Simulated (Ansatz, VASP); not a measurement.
## AlP8 in VASP and in Ansatz

```
Al P
1.0
     3.21732    0.00000    0.00000
     0.00000   10.95568    0.00000
     0.00000    0.00000    4.52165
Al P
1 8
Direct
  0.00000 0.00000 0.70551
  0.50000 0.85081 0.43364
  0.00000 0.83987 0.07505
  0.50000 0.64961 0.56492
  0.00000 0.64585 0.90363
  0.50000 0.35039 0.56492
  0.00000 0.35415 0.90363
  0.50000 0.14919 0.43364
  0.00000 0.16013 0.07505
```

Alike in both runs: functional PBE; dispersion D3(BJ); k mesh 12 × 4 × 8; occupations gaussian, width 0.1 eV; no spin polarisation.

Ansatz relaxed the structure, and its values are those at the end. VASP's run is a single point on that final structure, the one shown.

|  | VASP | Ansatz |
| --- | --- | --- |
| version | VASP 6.6.1 | Ansatz 0.2.0 |
| potentials or method | VASP PAW PBE potentials, release 64 (Al, P), cutoff 520 eV | scalar-relativistic, plane waves, PAW |
| valence electrons in the cell | 43 | 43 |

|  | VASP | Ansatz | Ansatz less VASP |
| --- | --- | --- | --- |
| gap on the k mesh at the Fermi level (eV) | none | none | - |
| pressure (GPa) | -0.3 | 0.0 | +0.28 |
| rms of the force components (eV/Å) | 0.026 | 0.004 | -0.0216 |

A gap of «none» marks a metal or a gap that the smearing closes.
